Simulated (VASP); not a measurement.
A run of VASP 6.6.1 is set up as follows.

File INCAR:

```
SYSTEM = LiF
PREC = Accurate
ENCUT = 520
EDIFF = 1E-6
ISMEAR = 0
SIGMA = 0.02
LREAL = .FALSE.
LASPH = .TRUE.
NELM = 100
ALGO = Normal
ISIF = 2
LWAVE = .FALSE.
LCHARG = .TRUE.
GGA = PS
LELF = .TRUE.
LVHAR = .TRUE.
NBANDS = 12
```

File KPOINTS:

```
Automatic mesh
0
G
  10 10 10
  0 0 0
```

File POSCAR:

```
LiF
1.0
    0.0000000000      2.0039477622      2.0039477622
    2.0039477622      0.0000000000      2.0039477622
    2.0039477622      2.0039477622      0.0000000000
Li F
1 1
Direct
    0.0000000000      0.0000000000      0.0000000000
    0.5000000000      0.5000000000      0.5000000000
```

Potentials or basis: VASP PAW PBE potentials, release 64 (Li_sv, F).

Run with:

```bash
$ cat potpaw_PBE.64/Li_sv/POTCAR potpaw_PBE.64/F/POTCAR > POTCAR
$ mpirun -np 1 vasp_std > vasp.out
```

Task: What does it give for the band gap on the k mesh?

Result: 9.06 eV, direct.

 A k mesh can miss the band edges.
